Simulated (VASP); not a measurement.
# CdTe (I-4m2) in VASP: a series of runs, part 2 of 2

VASP 6.6.1.

### Step 4. Single point, r2SCAN (strain +0.025 along x and y, +0.050 along z)

File POSCAR:

```
CdTe
1.0
    0.0000000000      3.2851250000      3.3652500000
    3.2851250000      0.0000000000      3.3652500000
    3.2851250000      3.2851250000      0.0000000000
Cd Te
1 1
Direct
    0.0000000000      0.0000000000      0.0000000000
    0.7500000000      0.7500000000      0.7500000000
```

File INCAR.step1:

```
ALGO = Normal
EDIFF = 1E-4
ENCUT = 520
GGA = PE
ISMEAR = 0
LASPH = T
LCHARG = F
LREAL = F
LWAVE = T
NBANDS = 16
NELM = 80
PREC = Accurate
SIGMA = 0.05
```

File INCAR.step2:

```
ALGO = Normal
EDIFF = 1E-6
ENCUT = 520
ISIF = 2
ISMEAR = 0
ISTART = 1
LASPH = T
LCHARG = T
LELF = T
LMIXTAU = T
LREAL = F
LVHAR = T
LWAVE = F
METAGGA = R2SCAN
NBANDS = 16
NELM = 80
PREC = Accurate
SIGMA = 0.05
```

File KPOINTS:

```
k-points
0
Gamma
  8 8 8
```

Potentials or basis: VASP PAW PBE potentials, release 64 (Cd, Te).

Command:

```bash
$ cat potpaw_PBE.64/Cd/POTCAR potpaw_PBE.64/Te/POTCAR > POTCAR
$ cp INCAR.step1 INCAR
$ mpirun -np 1 vasp_std > vasp.out
$ cp INCAR.step2 INCAR
$ mpirun -np 1 vasp_std > vasp.out
```

OUTCAR:

```text
EDIFF = 1E-6
   ENCUT = 520
   ISIF = 2
   ISMEAR = 0
   ISTART = 1
   LASPH = T
   LREAL = F
   METAGGA = R2SCAN
   NELM = 80
   PREC = Accurate

 ion  position               nearest neighbor table
   1  0.000  0.000  0.000-   2 2.87   2 2.87   2 2.87   2 2.87
   2  0.750  0.750  0.750-   1 2.87   1 2.87   1 2.87   1 2.87

  LATTYP: Found a body centered tetragonal cell.
 ALAT       =     4.6458683291
 C/A-ratio  =     1.4487065761

  Lattice vectors:

 A1 = (  -3.2851250000,   0.0000000000,   3.3652500000)
 A2 = (   3.2851250000,   0.0000000000,   3.3652500000)
 A3 = (   0.0000000000,   3.2851250000,  -3.3652500000)

Analysis of symmetry for initial positions (statically):
=====================================================================
 Subroutine PRICEL returns:
 Original cell was already a primitive cell.

 Routine SETGRP: Setting up the symmetry group for a
 body centered tetragonal supercell.

 Subroutine GETGRP returns: Found  8 space group operations
 (whereof  8 operations were pure point group operations)
 out of a pool of 16 trial point group operations.

The static configuration has the point symmetry D_2d.

Analysis of symmetry for dynamics (positions and initial velocities):
=====================================================================
 Subroutine PRICEL returns:
 Original cell was already a primitive cell.

 Routine SETGRP: Setting up the symmetry group for a
 body centered tetragonal supercell.

 Subroutine GETGRP returns: Found  8 space group operations
 (whereof  8 operations were pure point group operations)
 out of a pool of 16 trial point group operations.

The dynamic configuration has the point symmetry D_2d.

 Subroutine INISYM returns: Found  8 space group operations
 (whereof  8 operations are pure point group operations),
 and found     1 'primitive' translations

----------------------------------------------------------------------------------------

                                     Primitive cell

[... 104 lines left out ...]
   EFERMI =   0.00;   METHOD = LEGACY
   ISMEAR =     0;   SIGMA  =   0.05  broadening in eV -4-tet -1-fermi 0-gaus
   EFERMI_NEDOS =   21; number of points for ismear=-14 and -15
   IALGO  =     38    algorithm
   IMIX   =      4    mixing-type and parameters
     AMIX     =   0.40;   BMIX     =  1.00
     AMIX_MAG =   1.60;   BMIX_MAG =  1.00
  volume/ion in A,a.u.               =      36.32       245.09
  Fermi-wavevector in a.u.,A,eV,Ry     =   1.028289  1.943185 14.386511  1.057379
  Thomas-Fermi vector in A             =   2.162278
   LORBIT       =      0    0 simple, 1 ext, 2 COOP (PROOUT), +10 PAW based schemes
   METAGGA = R2SCAN    functional components
   LHFCALC =     F    Hartree Fock is set to
   AEXX    =    0.0000 exact exchange contribution
   IVDW    =     0    specifies the selected vdW correction
   LEPSILON=     F    determine dielectric tensor
   LRPA    =     F    only Hartree local field effects (RPA)
 non-spin polarized calculation
 Gauss-broadening in eV      SIGMA  =   0.05
  energy-cutoff  :      520.00
  volume of cell :       72.64
 maximum number of plane-waves:      1980
   NGX = 17   NGY = 17   NGZ = 17

 number of electron      18.0000004 magnetization

 Free energy of the ion-electron system (eV)
  ---------------------------------------------------
  ext. energy  EPLUGINS =         0.00000000
  ---------------------------------------------------
  free energy    TOTEN  =       -46.63722573 eV

  energy without entropy =      -46.63722573  energy(sigma->0) =      -46.63722573

 E-fermi :   1.7726     XC(G=0):  -8.8051

 val. band max:        1.5537989791   @ k =   0.0000   0.0000   0.0000
 cond. band min:       2.5870042839   @ k =   0.0000   0.0000   0.0000
 fundamental gap:      1.0332053048
 Fermi energy:         1.7726333776

 k-point     1 :       0.0000    0.0000    0.0000
  band No.  band energies     occupation
      1      -9.6330      2.00000
      2      -6.8369      2.00000
      3      -6.8308      2.00000
      4      -6.8308      2.00000
      5      -6.5980      2.00000
      6      -6.5971      2.00000
[... 433 lines left out ...]
      3      -6.7707      2.00000
      4      -6.6173      2.00000
      5      -6.5869      2.00000
      6      -6.4442      2.00000
[... 8 lines left out ...]
     15      11.1349      0.00000
     16      11.7612      0.00000

 [... further k-points ...]
[... 5 lines left out ...]
  --------------------------------------------------------------------------------------
  -------------------------------------------------------------------------------------
  Total       -0.3997746     -0.3997746     -0.6029254      0.0000000     -0.0000000      0.0000000
  in kB       -8.8180922     -8.8180922    -13.2991235      0.0000000     -0.0000000      0.0000000
  external PRESSURE =     -10.3117693 kB  Pullay stress =       0.0000000 kB

 VOLUME and BASIS-vectors are now :
 -----------------------------------------------------------------------------
  energy-cutoff  :      520.00
  volume of cell :       72.64
      direct lattice vectors                 reciprocal lattice vectors
     0.000000000  3.285125000  3.365250000    -0.152201210  0.152201210  0.148577372
     3.285125000  0.000000000  3.365250000     0.152201210 -0.152201210  0.148577372
     3.285125000  3.285125000  0.000000000     0.152201210  0.152201210 -0.148577372

 POSITION                                       TOTAL-FORCE (eV/Angst)
 -----------------------------------------------------------------------------------
      0.00000      0.00000      0.00000         0.000000      0.000000      0.000000
      4.92769      4.92769      5.04788        -0.000000     -0.000000     -0.000000
 -----------------------------------------------------------------------------------
    total drift:                                0.000002      0.000002      0.000000

  FREE ENERGIE OF THE ION-ELECTRON SYSTEM (eV)
  ---------------------------------------------------
  free  energy   TOTEN  =       -46.6372257343 eV

  energy  without entropy=      -46.6372257343  energy(sigma->0) =      -46.63722573
```

OSZICAR.step1:

```text
N       E                     dE             d eps       ncg     rms          rms(c)
DAV:   1     0.987983935327E+02    0.98798E+02   -0.81476E+03  1904   0.963E+02
DAV:   2    -0.139896353595E+01   -0.10020E+03   -0.95427E+02  2264   0.233E+02
DAV:   3    -0.501132929910E+01   -0.36124E+01   -0.36066E+01  2336   0.461E+01
DAV:   4    -0.504574747972E+01   -0.34418E-01   -0.34417E-01  2880   0.387E+00
DAV:   5    -0.504587538756E+01   -0.12791E-03   -0.12791E-03  2488   0.195E-01    0.491E+00
DAV:   6    -0.482417573129E+01    0.22170E+00   -0.37885E-01  2248   0.696E+00    0.412E+00
DAV:   7    -0.480921873563E+01    0.14957E-01   -0.10134E-01  2344   0.202E+00    0.163E+00
DAV:   8    -0.481017753968E+01   -0.95880E-03   -0.97057E-03  2104   0.110E+00    0.439E-01
DAV:   9    -0.481052846197E+01   -0.35092E-03   -0.97520E-04  2312   0.309E-01    0.934E-02
DAV:  10    -0.481058251286E+01   -0.54051E-04   -0.99409E-05  1928   0.100E-01
   1 F= -.48105825E+01 E0= -.48105825E+01  d E =-.403720E-15
```

Run time: 4.4 min. Hardware: 1 thread of Intel Xeon Platinum 8175M at 2.50GHz (Skylake/Cascade Lake), shared host; peak memory 0.26 GiB.

What came out:

```yaml
Free_energy: -46.6372 eV
Pressure: -1.0 GPa
Band_gap_on_the_k_mesh: 1.03 eV, direct
```

Stress tensor (GPa, compression positive):
```
-0.88  0.00  0.00
 0.00 -0.88  0.00
 0.00  0.00 -1.33
```

Caveat: the cell differs from its parent crystal (strain +0.025 along x and y, +0.050 along z); the PAW data sets were made with another functional, which shifts forces and pressure a little; spin-orbit coupling is left out, which moves the levels of the heavy elements.

### Step 5. Single point, r2SCAN (strain +0.050 along x and y, +0.025 along z)

File POSCAR:

```
CdTe
1.0
    0.0000000000      3.3652500000      3.2851250000
    3.3652500000      0.0000000000      3.2851250000
    3.3652500000      3.3652500000      0.0000000000
Cd Te
1 1
Direct
    0.0000000000      0.0000000000      0.0000000000
    0.7500000000      0.7500000000      0.7500000000
```

INCAR.step1, as its differences from that of step 4:

```diff
@@ -10,3 +10,3 @@
 NBANDS = 16
-NELM = 80
+NELM = 100
 PREC = Accurate
```

INCAR.step2, as its differences from that of step 4:

```diff
@@ -15,3 +15,3 @@
 NBANDS = 16
-NELM = 80
+NELM = 100
 PREC = Accurate
```

KPOINTS is that of step 4.

Potentials or basis: VASP PAW PBE potentials, release 64 (Cd, Te).

Command:

```bash
$ cat potpaw_PBE.64/Cd/POTCAR potpaw_PBE.64/Te/POTCAR > POTCAR
$ cp INCAR.step1 INCAR
$ mpirun -np 1 vasp_std > vasp.out
$ cp INCAR.step2 INCAR
$ mpirun -np 1 vasp_std > vasp.out
```

OUTCAR:

```text
EDIFF = 1E-6
   ENCUT = 520
   ISIF = 2
   ISMEAR = 0
   ISTART = 1
   LASPH = T
   LREAL = F
   METAGGA = R2SCAN
   NELM = 100
   PREC = Accurate

 ion  position               nearest neighbor table
   1  0.000  0.000  0.000-   2 2.89   2 2.89   2 2.89   2 2.89
   2  0.750  0.750  0.750-   1 2.89   1 2.89   1 2.89   1 2.89

  LATTYP: Found a body centered tetragonal cell.
 ALAT       =     4.7591821908
 C/A-ratio  =     1.3805418109

  Lattice vectors:

 A1 = (   0.0000000000,  -3.3652500000,  -3.2851250000)
 A2 = (   0.0000000000,   3.3652500000,  -3.2851250000)
[... 625 lines left out ...]
      4      -6.7649      2.00000
      5      -6.7434      2.00000
      6      -6.6086      2.00000
[... 8 lines left out ...]
     15      10.8653      0.00000
     16      11.4857      0.00000

 [... further k-points ...]
[... 5 lines left out ...]
  --------------------------------------------------------------------------------------
  -------------------------------------------------------------------------------------
  Total       -0.9180311     -0.9180311     -0.7218921      0.0000000     -0.0000000      0.0000000
  in kB      -19.7674846    -19.7674846    -15.5441268      0.0000000     -0.0000000      0.0000000
  external PRESSURE =     -18.3596987 kB  Pullay stress =       0.0000000 kB

 VOLUME and BASIS-vectors are now :
 -----------------------------------------------------------------------------
  energy-cutoff  :      520.00
  volume of cell :       74.41
      direct lattice vectors                 reciprocal lattice vectors
     0.000000000  3.365250000  3.285125000    -0.148577372  0.148577372  0.152201210
     3.365250000  0.000000000  3.285125000     0.148577372 -0.148577372  0.152201210
     3.365250000  3.365250000  0.000000000     0.148577372  0.148577372 -0.152201210

 POSITION                                       TOTAL-FORCE (eV/Angst)
 -----------------------------------------------------------------------------------
      0.00000      0.00000      0.00000         0.000000      0.000000      0.000000
      5.04788      5.04788      4.92769        -0.000000     -0.000000     -0.000000
 -----------------------------------------------------------------------------------
    total drift:                                0.000001      0.000001      0.000003

  FREE ENERGIE OF THE ION-ELECTRON SYSTEM (eV)
  ---------------------------------------------------
  free  energy   TOTEN  =       -46.6212921637 eV

  energy  without entropy=      -46.6212921637  energy(sigma->0) =      -46.62129216
```

OUTCAR.step1:

```text
EDIFF = 1E-4
   ENCUT = 520
   GGA = PE
   ISMEAR = 0
   LASPH = T
[... 677 lines left out ...]
 -----------------------------------------------------------------------------------
      0.00000      0.00000      0.00000        -0.000000     -0.000000     -0.000000
      5.04788      5.04788      4.92769         0.000000      0.000000      0.000000
 -----------------------------------------------------------------------------------
    total drift:                                0.000000      0.000000      0.000000

  FREE ENERGIE OF THE ION-ELECTRON SYSTEM (eV)
  ---------------------------------------------------
  free  energy   TOTEN  =        -4.8063439747 eV

  energy  without entropy=       -4.8063439747  energy(sigma->0) =       -4.80634397
```

It took 4.3 min on 1 thread of Intel Xeon Platinum 8175M at 2.50GHz (Skylake/Cascade Lake), shared host; peak memory 0.26 GiB.

What came out:

| Quantity | Value |
| --- | --- |
| Free energy | -46.6213 eV |
| Pressure | -1.8 GPa |
| Band gap on the k mesh | 0.94 eV, direct |

Caveat: the cell differs from its parent crystal (strain +0.050 along x and y, +0.025 along z); the PAW data sets were made with another functional, which shifts forces and pressure a little; spin-orbit coupling is left out, which moves the levels of the heavy elements.

### Step 6. The runs side by side

```tsv
cell	gap on the mesh (eV)	pressure (GPa)
a = 4.647, b = 4.647, c = 4.533 Å, angles 60.8, 60.8, 58.4°, 2 atoms	1.15	0.9
a = 4.590, b = 4.590, c = 4.646 Å, angles 59.6, 59.6, 60.8°, 2 atoms	1.17	0.9
a = 4.703, b = 4.703, c = 4.646 Å, angles 60.4, 60.4, 59.2°, 2 atoms	1.03	-1.0
a = 4.703, b = 4.703, c = 4.759 Å, angles 59.6, 59.6, 60.8°, 2 atoms	0.94	-1.8
```

Alike in all rows: task single point; level r2SCAN; potentials or basis VASP PAW PBE potentials, release 64 (Cd, Te); no spin polarisation; k mesh 8 × 8 × 8; cutoff (eV) 520; smearing gaussian 0.05 eV.

Caveats: the PAW data sets were made with another functional, which shifts forces and pressure a little; spin-orbit coupling is left out, which moves the levels of the heavy elements.

Absolute energies hang on the potentials; compare differences alone.
